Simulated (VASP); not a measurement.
# MgO (Fm-3m) in VASP: single point with r2SCAN

Aim: the single point of MgO with r2SCAN.

Everything below comes from runs of VASP 6.6.1. Logs are shortened: lines on timing, memory, paths and dates and some standing lists are left out, and cuts for length are marked.

**Experimental background.**

“Electronic structure of alkaline earth and post-transition metal oxides”, 2009, arxiv:0908.1581 quotes, for a bulk crystal of MgO: band gap 7.83 eV.

The runs below are set against these values where they give the same quantity.

## (1) The cell of the first run

The structure is cubic, space group Fm-3m (No. 225). Conventional cell: a = 4.213 Å, b = 4.213 Å, c = 4.213 Å, α = 90.00°, β = 90.00°, γ = 90.00°. Mg (site symmetry m-3m) has 6 O at 2.11 Å within 2.8 Å. Within 2.8 Å of O (site symmetry m-3m) lie 6 Mg at 2.11 Å.

## (2) Single point, r2SCAN

POSCAR

```
MgO
1.0
    0.0000000000      2.1065500000      2.1065500000
    2.1065500000      0.0000000000      2.1065500000
    2.1065500000      2.1065500000      0.0000000000
Mg O
1 1
Direct
    0.0000000000      0.0000000000      0.0000000000
    0.5000000000      0.5000000000      0.5000000000
```

INCAR.step1

```
PREC     = Accurate       # precision mode
ENCUT    = 920            # plane-wave cutoff, eV
ISMEAR   = -1             # smearing method
SIGMA    = 0.1            # smearing width, eV
LREAL    = F              # projectors in reciprocal space
LASPH    = T              # aspherical terms in the spheres
NELM     = 120            # most SCF steps
NBANDS   = 15             # bands
GGA      = PE             # functional
ALGO     = Normal         # electronic algorithm
EDIFF    = 1E-5           # SCF threshold, eV
LWAVE    = T              # write WAVECAR
LCHARG   = F              # write CHGCAR
GGA_COMPAT= F
```

INCAR.step2

```
PREC     = Accurate       # precision mode
ENCUT    = 920            # plane-wave cutoff, eV
EDIFF    = 1E-6           # SCF threshold, eV
ISMEAR   = -1             # smearing method
SIGMA    = 0.1            # smearing width, eV
LREAL    = F              # projectors in reciprocal space
LASPH    = T              # aspherical terms in the spheres
NELM     = 120            # most SCF steps
ALGO     = Normal         # electronic algorithm
ISIF     = 2              # what is computed and relaxed
LWAVE    = F              # write WAVECAR
LCHARG   = T              # write CHGCAR
METAGGA  = R2SCAN         # meta-GGA
LMIXTAU  = T            
LELF     = T              # ELF
LVHAR    = T            
NBANDS   = 15             # bands
ISTART   = 1            
GGA_COMPAT= F
```

KPOINTS

```
regular mesh
0
Gamma
  8 8 8
```

Potentials or basis: VASP PAW PBE potentials, release 64 (Mg_sv, O).

Started as:

```
> cat potpaw_PBE.64/Mg_sv/POTCAR potpaw_PBE.64/O/POTCAR > POTCAR
> cp INCAR.step1 INCAR
> mpirun -np 1 vasp_std > vasp.out
> cp INCAR.step2 INCAR
> mpirun -np 1 vasp_std > vasp.out
```

OUTCAR:

```text
PREC = Accurate
   ENCUT = 920
   EDIFF = 1E-6
   ISMEAR = -1
   LREAL = F
   LASPH = T
   NELM = 120
   ISIF = 2
   METAGGA = R2SCAN
   ISTART = 1

 ion  position               nearest neighbor table
   1  0.000  0.000  0.000-   2 2.11   2 2.11   2 2.11   2 2.11   2 2.11   2 2.11
   2  0.500  0.500  0.500-   1 2.11   1 2.11   1 2.11   1 2.11   1 2.11   1 2.11

  LATTYP: Found a face centered cubic cell.
 ALAT       =     4.2131000000

  Lattice vectors:

 A1 = (   0.0000000000,   2.1065500000,   2.1065500000)
 A2 = (   2.1065500000,   0.0000000000,   2.1065500000)
 A3 = (   2.1065500000,   2.1065500000,   0.0000000000)

Analysis of symmetry for initial positions (statically):
=====================================================================
 Subroutine PRICEL returns:
 Original cell was already a primitive cell.

 Routine SETGRP: Setting up the symmetry group for a
 face centered cubic supercell.

 Subroutine GETGRP returns: Found 48 space group operations
 (whereof 48 operations were pure point group operations)
 out of a pool of 48 trial point group operations.

The static configuration has the point symmetry O_h .

Analysis of symmetry for dynamics (positions and initial velocities):
=====================================================================
 Subroutine PRICEL returns:
 Original cell was already a primitive cell.

 Routine SETGRP: Setting up the symmetry group for a
 face centered cubic supercell.

 Subroutine GETGRP returns: Found 48 space group operations
 (whereof 48 operations were pure point group operations)
 out of a pool of 48 trial point group operations.

The dynamic configuration has the point symmetry O_h .

 Subroutine INISYM returns: Found 48 space group operations
 (whereof 48 operations are pure point group operations),
 and found     1 'primitive' translations

----------------------------------------------------------------------------------------

                                     Primitive cell

  volume of cell :      18.6959

  direct lattice vectors                    reciprocal lattice vectors
     0.000000000  2.106550000  2.106550000    -0.237354917  0.237354917  0.237354917
     2.106550000  0.000000000  2.106550000     0.237354917 -0.237354917  0.237354917
     2.106550000  2.106550000  0.000000000     0.237354917  0.237354917 -0.237354917

  length of vectors
     2.979111580  2.979111580  2.979111580     0.411110775  0.411110775  0.411110775

  position of ions in fractional coordinates (direct lattice)
     0.000000000  0.000000000  0.000000000
     0.500000000  0.500000000  0.500000000

  ion indices of the primitive-cell ions
   primitive index   ion index
                 1           1
                 2           2

----------------------------------------------------------------------------------------

 KPOINTS: regular mesh

Automatic generation of k-mesh.
 Grid dimensions read from file:
 generate k-points for:    8    8    8

 Generating k-lattice:

  Cartesian coordinates                     Fractional coordinates (reciprocal lattice)
    -0.029669365  0.029669365  0.029669365     0.125000000  0.000000000  0.000000000
     0.029669365 -0.029669365  0.029669365     0.000000000  0.125000000  0.000000000
     0.029669365  0.029669365 -0.029669365     0.000000000  0.000000000  0.125000000

  Length of vectors
     0.051388847  0.051388847  0.051388847

  Shift w.r.t. Gamma in fractional coordinates (k-lattice)
     0.000000000  0.000000000  0.000000000

 Subroutine IBZKPT returns following result:
 ===========================================

 Found     29 irreducible k-points:

 Following reciprocal coordinates:
            Coordinates               Weight
  0.000000  0.000000  0.000000      1.000000
  0.125000  0.000000  0.000000      8.000000
  0.250000  0.000000  0.000000      8.000000
  0.375000  0.000000  0.000000      8.000000
  0.500000  0.000000  0.000000      4.000000
  0.125000  0.125000  0.000000      6.000000
[... 16 lines left out ...]
  0.500000  0.250000  0.125000     48.000000
 -0.375000  0.250000  0.125000     24.000000
 [... further k-points ...]
   k-points           NKPTS =     29   k-points in BZ     NKDIM =     29   number of bands    NBANDS=     15
   number of dos      NEDOS =    301   number of ions     NIONS =      2
   total plane-waves  NPLWV =  27000
   dimension x,y,z NGX =    30 NGY =   30 NGZ =   30
   dimension x,y,z NGXF=    60 NGYF=   60 NGZF=   60
   ions per type =               1   1
   NGX,Y,Z   is equivalent  to a cutoff of  16.74, 16.74, 16.74 a.u.
   NGXF,Y,Z  is equivalent  to a cutoff of  33.48, 33.48, 33.48 a.u.
 SYSTEM =  unknown system
   PREC   = accura    normal or accurate (medium, high low for compatibility)
   ISTART =      1    job   : 0-new  1-cont  2-samecut
   ICHARG =      0    charge: 1-file 2-atom 10-const
   ISPIN  =      1    spin polarized calculation?
   LNONCOLLINEAR =      F non collinear calculations
   LSORBIT =      F    spin-orbit coupling
   LASPH  =      T    aspherical Exc in radial PAW
   ENCUT  =  920.0 eV  67.62 Ry    8.22 a.u.   7.37  7.37  7.37*2*pi/ulx,y,z
   NELM   =    120;   NELMIN=  2; NELMDL=  0     # of ELM steps
   EDIFF  = 0.1E-05   stopping-criterion for ELM
   LREAL  =      F    real-space projection
   EDIFFG = 0.1E-04   stopping-criterion for IOM
   NSW    =      0    number of steps for IOM
   IBRION =     -1    ionic relax: 0-MD 1-quasi-New 2-CG
   NFREE  =      0    steps in history (QN), initial steepest desc. (CG)
   ISIF   =      2    stress and relaxation
   ISYM   =      2    0-nonsym 1-usesym 2-fastsym
   POTIM  = 0.5000    time-step for ionic-motion
   TEBEG  =    0.0;   TEEND  =   0.0 temperature during run
   PSTRESS=    0.0 pullay stress
   NELECT =      16.0000    total number of electrons
   NUPDOWN=      -1.0000    fix difference up-down
   EMIN   =  10.00;   EMAX   =-10.00  energy-range for DOS
   EFERMI =   0.00;   METHOD = LEGACY
   ISMEAR =    -1;   SIGMA  =   0.10  broadening in eV -4-tet -1-fermi 0-gaus
   EFERMI_NEDOS =   21; number of points for ismear=-14 and -15
   IALGO  =     38    algorithm
   IMIX   =      4    mixing-type and parameters
     AMIX     =   0.40;   BMIX     =  1.00
     AMIX_MAG =   1.60;   BMIX_MAG =  1.00
  volume/ion in A,a.u.               =       9.35        63.08
  Fermi-wavevector in a.u.,A,eV,Ry     =   1.554294  2.937189 32.869343  2.415829
  Thomas-Fermi vector in A             =   2.658401
   LORBIT       =      0    0 simple, 1 ext, 2 COOP (PROOUT), +10 PAW based schemes
   METAGGA = R2SCAN    functional components
   LHFCALC =     F    Hartree Fock is set to
   AEXX    =    0.0000 exact exchange contribution
   IVDW    =     0    specifies the selected vdW correction
   LEPSILON=     F    determine dielectric tensor
   LRPA    =     F    only Hartree local field effects (RPA)
 non-spin polarized calculation
  energy-cutoff  :      920.00
  volume of cell :       18.70
 maximum number of plane-waves:      1243
 NGX is ok and might be reduce to    30
   NGX = 15   NGY = 15   NGZ = 15

 number of electron      15.9999998 magnetization

 Free energy of the ion-electron system (eV)
  ---------------------------------------------------
  ext. energy  EPLUGINS =         0.00000000
  ---------------------------------------------------
  free energy    TOTEN  =       -16.15483421 eV

  energy without entropy =      -16.15483421  energy(sigma->0) =      -16.15483421

 E-fermi :   4.6299     XC(G=0): -12.0371

 val. band max:        2.5004059473   @ k =   0.0000   0.0000   0.0000
 cond. band min:       8.1384666982   @ k =   0.0000   0.0000   0.0000
 fundamental gap:      5.6380607510
 Fermi energy:         4.6298569529

 k-point     1 :       0.0000    0.0000    0.0000
  band No.  band energies     occupation
      1     -72.4740      2.00000
      2     -37.5604      2.00000
      3     -37.5604      2.00000
      4     -37.5604      2.00000
      5     -15.6831      2.00000
      6       2.5004      2.00000
      7       2.5004      2.00000
      8       2.5004      2.00000
      9       8.1385      0.00000
     10      19.3581      0.00000
     11      19.3581      0.00000
     12      19.3581      0.00000
     13      23.4616      0.00000
     14      25.2938      0.00000
     15      25.2938      0.00000

 k-point     2 :       0.1250    0.0000    0.0000
  band No.  band energies     occupation
      1     -72.4727      2.00000
      2     -37.5730      2.00000
      3     -37.5616      2.00000
      4     -37.5616      2.00000
      5     -15.5186      2.00000
      6       1.5788      2.00000
      7       2.3944      2.00000
      8       2.3944      2.00000
      9       9.0364      0.00000
     10      17.6790      0.00000
     11      19.7386      0.00000
     12      19.7386      0.00000
     13      24.3653      0.00000
     14      24.3653      0.00000
     15      25.7333      0.00000

 k-point     3 :       0.2500    0.0000    0.0000
  band No.  band energies     occupation
      1     -72.4697      2.00000
      2     -37.6031      2.00000
      3     -37.5645      2.00000
      4     -37.5645      2.00000
      5     -15.0945      2.00000
      6      -0.1251      2.00000
      7       2.1497      2.00000
      8       2.1497      2.00000
      9      10.5139      0.00000
     10      16.1500      0.00000
     11      20.2959      0.00000
     12      20.2959      0.00000
     13      23.9729      0.00000
     14      23.9729      0.00000
     15      26.1025      0.00000
[... 343 lines left out ...]
 k-point    23 :       0.5000    0.2500    0.1250
  band No.  band energies     occupation
      1     -72.4653      2.00000
      2     -37.6245      2.00000
      3     -37.5870      2.00000
      4     -37.5730      2.00000
      5     -14.4371      2.00000
      6      -1.1845      2.00000
      7       0.7766      2.00000
      8       1.6175      2.00000
      9      12.9870      0.00000
     10      15.2231      0.00000
     11      17.6684      0.00000
     12      20.9457      0.00000
     13      23.4793      0.00000
     14      26.3485      0.00000
     15      30.1832      0.00000

 k-point    24 :      -0.3750    0.2500    0.1250
  band No.  band energies     occupation
      1     -72.4643      2.00000
      2     -37.6313      2.00000
      3     -37.5890      2.00000
      4     -37.5756      2.00000
      5     -14.2767      2.00000
      6      -1.4777      2.00000
      7       0.5696      2.00000
      8       1.4971      2.00000
      9      13.1459      0.00000
     10      15.8531      0.00000
     11      17.2283      0.00000
     12      20.6864      0.00000
     13      24.3113      0.00000
     14      26.0567      0.00000
     15      30.3212      0.00000

 [... further k-points ...]
[... 5 lines left out ...]
  --------------------------------------------------------------------------------------
  -------------------------------------------------------------------------------------
  Total       -0.0621461     -0.0621461     -0.0621461      0.0000000     -0.0000000      0.0000000
  in kB       -5.3257274     -5.3257274     -5.3257274      0.0000000     -0.0000000      0.0000000
  external PRESSURE =      -5.3257274 kB  Pullay stress =       0.0000000 kB

 VOLUME and BASIS-vectors are now :
 -----------------------------------------------------------------------------
  energy-cutoff  :      920.00
  volume of cell :       18.70
      direct lattice vectors                 reciprocal lattice vectors
     0.000000000  2.106550000  2.106550000    -0.237354917  0.237354917  0.237354917
     2.106550000  0.000000000  2.106550000     0.237354917 -0.237354917  0.237354917
     2.106550000  2.106550000  0.000000000     0.237354917  0.237354917 -0.237354917

 POSITION                                       TOTAL-FORCE (eV/Angst)
 -----------------------------------------------------------------------------------
      0.00000      0.00000      0.00000        -0.000000     -0.000000     -0.000000
      2.10655      2.10655      2.10655         0.000000      0.000000      0.000000
 -----------------------------------------------------------------------------------
    total drift:                                0.000000      0.000000      0.000000

  FREE ENERGIE OF THE ION-ELECTRON SYSTEM (eV)
  ---------------------------------------------------
  free  energy   TOTEN  =       -16.1548342105 eV

  energy  without entropy=      -16.1548342104  energy(sigma->0) =      -16.15483421
```

Wall time 81 s (1 thread of Intel Xeon Platinum 8375C at 2.90GHz (Ice Lake), shared host); peak memory 0.17 GiB.

Results:

| Item | Value |
| --- | --- |
| Free energy | -16.1548 eV |
| Pressure | -0.5 GPa |
| Band gap on the k mesh | 5.64 eV |

Levels at points of the mesh, in eV from the valence-band top:
| k point | band 6 | band 7 | band 8 | band 9 | band 10 | band 11 |
| --- | --- | --- | --- | --- | --- | --- |
| (0.00, 0.00, 0.00) | 0.00 | 0.00 | 0.00 | 5.64 | 16.86 | 16.86 |
| (0.50, 0.00, 0.00) | -4.59 | -0.67 | -0.67 | 8.83 | 13.83 | 17.50 |
| (0.50, 0.50, 0.00) | -4.07 | -1.36 | -1.36 | 10.04 | 11.15 | 14.31 |

Caveat: the PAW data sets were made with another functional, which shifts forces and pressure a little.

## (3) Against experiment

Step 2. Against the measured gap of MgO, 7.83 eV (quoted in “Electronic structure of alkaline earth and post-transition metal oxides”, 2009, arxiv:0908.1581), the calculated 5.64 eV is off by -2.19 eV. The value is that of r2SCAN, without temperature or zero-point motion.
